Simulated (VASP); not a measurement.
# InSe (P6_3/mmc) in VASP: single point with PBE

Aim: the single point of InSe with PBE.

Program: VASP 6.6.1. These are calculated values, not measurements. Logs are shortened: lines on timing, memory, paths and dates and some standing lists are left out, and cuts for length are marked.

## Step 1: The cell of the first run

It takes space group P6_3/mmc (No. 194, hexagonal). Conventional cell: a = 4.077 Å, b = 4.077 Å, c = 17.042 Å, α = 90.00°, β = 90.00°, γ = 120.00°. Within 3.5 Å of In (site symmetry 3m) lie 3 Se at 2.67 Å and 1 In at 2.81 Å. Within 3.5 Å of Se (site symmetry 3m) lie 3 In at 2.67 Å.

## Step 2: Single point, PBE (30.66 Å³/atom)

File INCAR:

```
SYSTEM = InSe
PREC = Accurate ; ENCUT = 520
EDIFF = 1E-6 ; ISMEAR = -1
SIGMA = 0.05 ; LREAL = .FALSE.
LASPH = .TRUE. ; NELM = 60
ALGO = Normal ; ISIF = 2
LWAVE = .FALSE. ; LCHARG = .TRUE.
GGA = PE ; LELF = .TRUE.
LVHAR = .TRUE. ; NBANDS = 48
```

File KPOINTS:

```
Automatic mesh
0
G
  13 13 3
  0 0 0
```

File POSCAR:

```
InSe
1.0
    4.0768207160      0.0000000000      0.0000000000
   -2.0384103580      3.5306303068      0.0000000000
    0.0000000000      0.0000000000     17.0421224728
In Se
4 4
Direct
    0.3333333333      0.6666666667      0.1676437052
    0.6666666667      0.3333333333      0.6676437052
    0.3333333333      0.6666666667      0.3323562948
    0.6666666667      0.3333333333      0.8323562948
    0.3333333333      0.6666666667      0.5933167176
    0.6666666667      0.3333333333      0.0933167176
    0.3333333333      0.6666666667      0.9066832824
    0.6666666667      0.3333333333      0.4066832824
```

Potentials or basis: VASP PAW PBE potentials, release 64 (In_d, Se).

The run is started by

```console
$ cat potpaw_PBE.64/In_d/POTCAR potpaw_PBE.64/Se/POTCAR > POTCAR
$ mpirun -np 1 vasp_std > vasp.out
```

OUTCAR:

```text
SYSTEM = InSe
   PREC = Accurate
   ENCUT = 520
   EDIFF = 1E-6
   ISMEAR = -1
   LREAL = .FALSE.
   LASPH = .TRUE.
   NELM = 60
   ISIF = 2
   GGA = PE

 ion  position               nearest neighbor table
   1  0.333  0.667  0.168-   6 2.67   6 2.67   6 2.67   3 2.81
   2  0.667  0.333  0.668-   5 2.67   5 2.67   5 2.67   4 2.81
   3  0.333  0.667  0.332-   8 2.67   8 2.67   8 2.67   1 2.81
   4  0.667  0.333  0.832-   7 2.67   7 2.67   7 2.67   2 2.81
   5  0.333  0.667  0.593-   2 2.67   2 2.67   2 2.67
   6  0.667  0.333  0.093-   1 2.67   1 2.67   1 2.67
   7  0.333  0.667  0.907-   4 2.67   4 2.67   4 2.67
   8  0.667  0.333  0.407-   3 2.67   3 2.67   3 2.67

  LATTYP: Found a hexagonal cell.
 ALAT       =     4.0768207160
 C/A-ratio  =     4.1802482032

  Lattice vectors:

 A1 = (   4.0768207160,   0.0000000000,   0.0000000000)
 A2 = (  -2.0384103580,   3.5306303068,   0.0000000000)
 A3 = (   0.0000000000,   0.0000000000,  17.0421224728)

Analysis of symmetry for initial positions (statically):
=====================================================================
 Subroutine PRICEL returns:
 Original cell was already a primitive cell.

 Routine SETGRP: Setting up the symmetry group for a
 hexagonal supercell.

 Subroutine GETGRP returns: Found 24 space group operations
 (whereof 12 operations were pure point group operations)
 out of a pool of 24 trial point group operations.

The static configuration has the point symmetry D_3d.
 The point group associated with its full space group is D_6h.

Analysis of symmetry for dynamics (positions and initial velocities):
=====================================================================
 Subroutine PRICEL returns:
 Original cell was already a primitive cell.

 Routine SETGRP: Setting up the symmetry group for a
 hexagonal supercell.

 Subroutine GETGRP returns: Found 24 space group operations
 (whereof 12 operations were pure point group operations)
 out of a pool of 24 trial point group operations.

The dynamic configuration has the point symmetry D_3d.
 The point group associated with its full space group is D_6h.

 Subroutine INISYM returns: Found 24 space group operations
 (whereof 12 operations are pure point group operations),
 and found     1 'primitive' translations

----------------------------------------------------------------------------------------

                                     Primitive cell

  volume of cell :     245.3000

  direct lattice vectors                    reciprocal lattice vectors
     4.076820716  0.000000000  0.000000000     0.245289177  0.141617773  0.000000000
    -2.038410358  3.530630307  0.000000000     0.000000000  0.283235545  0.000000000
     0.000000000  0.000000000 17.042122473     0.000000000  0.000000000  0.058678137

  length of vectors
     4.076820716  4.076820716 17.042122473     0.283235545  0.283235545  0.058678137

  position of ions in fractional coordinates (direct lattice)
     0.333333333  0.666666667  0.167643705
     0.666666667  0.333333333  0.667643705
     0.333333333  0.666666667  0.332356295
     0.666666667  0.333333333  0.832356295
     0.333333333  0.666666667  0.593316718
     0.666666667  0.333333333  0.093316718
     0.333333333  0.666666667  0.906683282
     0.666666667  0.333333333  0.406683282

  ion indices of the primitive-cell ions
   primitive index   ion index
                 1           1
                 2           2
                 3           3
                 4           4
                 5           5
                 6           6
                 7           7
                 8           8

----------------------------------------------------------------------------------------

 KPOINTS: Automatic mesh

Automatic generation of k-mesh.
 Grid dimensions read from file:
 generate k-points for:   13   13    3

 Generating k-lattice:

  Cartesian coordinates                     Fractional coordinates (reciprocal lattice)
     0.018868398  0.010893675  0.000000000     0.076923077  0.000000000  0.000000000
     0.000000000  0.021787350  0.000000000     0.000000000  0.076923077  0.000000000
     0.000000000  0.000000000  0.019559379     0.000000000  0.000000000  0.333333333

  Length of vectors
     0.021787350  0.021787350  0.019559379

  Shift w.r.t. Gamma in fractional coordinates (k-lattice)
     0.000000000  0.000000000  0.000000000

 Subroutine IBZKPT returns following result:
 ===========================================

 Found     42 irreducible k-points:

 Following reciprocal coordinates:
            Coordinates               Weight
  0.000000  0.000000  0.000000      1.000000
  0.076923  0.000000  0.000000      6.000000
  0.153846  0.000000  0.000000      6.000000
  0.230769  0.000000  0.000000      6.000000
  0.307692  0.000000  0.000000      6.000000
  0.384615  0.000000  0.000000      6.000000
[... 16 lines left out ...]
  0.076923  0.000000  0.333333     12.000000
  0.153846  0.000000  0.333333     12.000000
 [... further k-points ...]
   k-points           NKPTS =     42   k-points in BZ     NKDIM =     42   number of bands    NBANDS=     48
   number of dos      NEDOS =    301   number of ions     NIONS =      8
   total plane-waves  NPLWV = 115200
   dimension x,y,z NGX =    30 NGY =   30 NGZ =  128
   dimension x,y,z NGXF=    60 NGYF=   60 NGZF=  256
   ions per type =               4   4
   NGX,Y,Z   is equivalent  to a cutoff of  12.23, 12.23, 12.49 a.u.
   NGXF,Y,Z  is equivalent  to a cutoff of  24.47, 24.47, 24.97 a.u.
 SYSTEM =  InSe
   PREC   = accura    normal or accurate (medium, high low for compatibility)
   ISTART =      0    job   : 0-new  1-cont  2-samecut
   ICHARG =      2    charge: 1-file 2-atom 10-const
   ISPIN  =      1    spin polarized calculation?
   LNONCOLLINEAR =      F non collinear calculations
   LSORBIT =      F    spin-orbit coupling
   LASPH  =      T    aspherical Exc in radial PAW
   ENCUT  =  520.0 eV  38.22 Ry    6.18 a.u.   7.58  7.58 31.69*2*pi/ulx,y,z
   NELM   =     60;   NELMIN=  2; NELMDL= -5     # of ELM steps
   EDIFF  = 0.1E-05   stopping-criterion for ELM
   LREAL  =      F    real-space projection
   EDIFFG = 0.1E-04   stopping-criterion for IOM
   NSW    =      0    number of steps for IOM
   IBRION =     -1    ionic relax: 0-MD 1-quasi-New 2-CG
   NFREE  =      0    steps in history (QN), initial steepest desc. (CG)
   ISIF   =      2    stress and relaxation
   ISYM   =      2    0-nonsym 1-usesym 2-fastsym
   POTIM  = 0.5000    time-step for ionic-motion
   TEBEG  =    0.0;   TEEND  =   0.0 temperature during run
   PSTRESS=    0.0 pullay stress
   NELECT =      76.0000    total number of electrons
   NUPDOWN=      -1.0000    fix difference up-down
   EMIN   =  10.00;   EMAX   =-10.00  energy-range for DOS
   EFERMI =   0.00;   METHOD = LEGACY
   ISMEAR =    -1;   SIGMA  =   0.05  broadening in eV -4-tet -1-fermi 0-gaus
   EFERMI_NEDOS =   21; number of points for ismear=-14 and -15
   IALGO  =     38    algorithm
   IMIX   =      4    mixing-type and parameters
     AMIX     =   0.40;   BMIX     =  1.00
     AMIX_MAG =   1.60;   BMIX_MAG =  1.00
  volume/ion in A,a.u.               =      30.66       206.92
  Fermi-wavevector in a.u.,A,eV,Ry     =   1.107763  2.093368 16.696237  1.227139
  Thomas-Fermi vector in A             =   2.244281
   LORBIT       =      0    0 simple, 1 ext, 2 COOP (PROOUT), +10 PAW based schemes
   GGA     = PE    functional components
   LHFCALC =     F    Hartree Fock is set to
   AEXX    =    0.0000 exact exchange contribution
   IVDW    =     0    specifies the selected vdW correction
   LEPSILON=     F    determine dielectric tensor
   LRPA    =     F    only Hartree local field effects (RPA)
 non-spin polarized calculation
  energy-cutoff  :      520.00
  volume of cell :      245.30
 maximum number of plane-waves:      6646
   NGX = 15   NGY = 15   NGZ = 63

 number of electron      76.0000046 magnetization

 Free energy of the ion-electron system (eV)
  ---------------------------------------------------
  ext. energy  EPLUGINS =         0.00000000
  ---------------------------------------------------
  free energy    TOTEN  =       -28.39801769 eV

  energy without entropy =      -28.39782777  energy(sigma->0) =      -28.39792273

 E-fermi :   3.8330     XC(G=0):  -8.6771

 val. band max:        3.6540234852   @ k =   0.0000   0.0000   0.0000
 cond. band min:       3.9374081165   @ k =   0.0000   0.0000   0.0000
 fundamental gap:      0.2833846313
 Fermi energy:         3.8330354666

 k-point     1 :       0.0000    0.0000    0.0000
  band No.  band energies     occupation
      1     -11.0974      2.00000
      2     -11.0969      2.00000
      3     -10.9168      2.00000
      4     -10.9168      2.00000
      5     -10.9165      2.00000
      6     -10.9165      2.00000
[... 40 lines left out ...]
     47       8.8949      0.00000
     48       8.9775      0.00000

 k-point     2 :       0.0769    0.0000    0.0000
  band No.  band energies     occupation
      1     -11.0970      2.00000
      2     -11.0965      2.00000
      3     -10.9358      2.00000
      4     -10.9340      2.00000
      5     -10.9160      2.00000
      6     -10.9157      2.00000
[... 40 lines left out ...]
     47       8.6702      0.00000
     48       8.9553      0.00000

 k-point     3 :       0.1538    0.0000    0.0000
  band No.  band energies     occupation
      1     -11.0980      2.00000
      2     -11.0976      2.00000
      3     -10.9810      2.00000
      4     -10.9756      2.00000
      5     -10.9143      2.00000
      6     -10.9140      2.00000
[... 40 lines left out ...]
     47       8.1120      0.00000
     48       8.5449      0.00000

 k-point     4 :       0.2308    0.0000    0.0000
  band No.  band energies     occupation
      1     -11.1101      2.00000
      2     -11.1087      2.00000
      3     -11.0230      2.00000
      4     -11.0168      2.00000
      5     -10.9770      2.00000
      6     -10.9688      2.00000
[... 958 lines left out ...]
     47       9.0348      0.00000
     48       9.0501      0.00000

 k-point    23 :       0.0769    0.0000    0.3333
  band No.  band energies     occupation
      1     -11.0968      2.00000
      2     -11.0966      2.00000
      3     -10.9354      2.00000
      4     -10.9345      2.00000
      5     -10.9159      2.00000
      6     -10.9158      2.00000
[... 40 lines left out ...]
     47       8.7557      0.00000
     48       8.9070      0.00000

 k-point    24 :       0.1538    0.0000    0.3333
  band No.  band energies     occupation
      1     -11.0979      2.00000
      2     -11.0977      2.00000
      3     -10.9797      2.00000
      4     -10.9770      2.00000
      5     -10.9142      2.00000
      6     -10.9141      2.00000
[... 40 lines left out ...]
     47       8.2296      0.00000
     48       8.4436      0.00000

 [... further k-points ...]

------------------------ aborting loop because EDIFF is reached ----------------------------------------

  FORCE on cell =-STRESS in cart. coord.  units (eV):
  Direction    XX          YY          ZZ          XY          YZ          ZX
  --------------------------------------------------------------------------------------
  -------------------------------------------------------------------------------------
  Total        1.0115904      1.0115904      1.6845756      0.0000000     -0.0000000      0.0000000
  in kB        6.6072047      6.6072047     11.0028085      0.0000000     -0.0000000      0.0000000
  external PRESSURE =       8.0724060 kB  Pullay stress =       0.0000000 kB

 VOLUME and BASIS-vectors are now :
 -----------------------------------------------------------------------------
  energy-cutoff  :      520.00
  volume of cell :      245.30
      direct lattice vectors                 reciprocal lattice vectors
     4.076820716  0.000000000  0.000000000     0.245289177  0.141617773  0.000000000
    -2.038410358  3.530630307  0.000000000     0.000000000  0.283235545  0.000000000
     0.000000000  0.000000000 17.042122473     0.000000000  0.000000000  0.058678137

 POSITION                                       TOTAL-FORCE (eV/Angst)
 -----------------------------------------------------------------------------------
     -0.00000      2.35375      2.85700         0.000000      0.000000      0.010008
      2.03841      1.17688     11.37807        -0.000000     -0.000000      0.010008
     -0.00000      2.35375      5.66406         0.000000      0.000000     -0.010008
      2.03841      1.17688     14.18512        -0.000000     -0.000000     -0.010008
     -0.00000      2.35375     10.11138         0.000000     -0.000000     -0.017581
      2.03841      1.17688      1.59031        -0.000000     -0.000000     -0.017581
     -0.00000      2.35375     15.45181         0.000000      0.000000      0.017581
      2.03841      1.17688      6.93075         0.000000     -0.000000      0.017581
 -----------------------------------------------------------------------------------
    total drift:                               -0.000000      0.000000     -0.000000

  FREE ENERGIE OF THE ION-ELECTRON SYSTEM (eV)
  ---------------------------------------------------
  free  energy   TOTEN  =       -28.3980176929 eV

  energy  without entropy=      -28.3978277665  energy(sigma->0) =      -28.39792273
```

Wall time 22 min (1 thread of Intel Xeon 8259CL, shared host); peak memory 0.56 GiB.

Results:

```yaml
Free_energy: -28.3980 eV
Pressure: 0.8 GPa
Largest_force: 0.018 eV/Å
Band_gap_on_the_k_mesh: 0.28 eV
```

Forces in eV/Å, atoms in the order of the input:
```
In   0.000  0.000  0.010
In   0.000  0.000  0.010
In   0.000  0.000 -0.010
In   0.000  0.000 -0.010
Se   0.000  0.000 -0.018
Se   0.000  0.000 -0.018
Se   0.000  0.000  0.018
Se   0.000  0.000  0.018
```

Caveat: spin-orbit coupling is left out, which moves the levels of the heavy elements; this functional lacks dispersion, which binds layers or chains, so the pressure and a relaxed spacing across them are unreliable. A k mesh can miss the band edges.
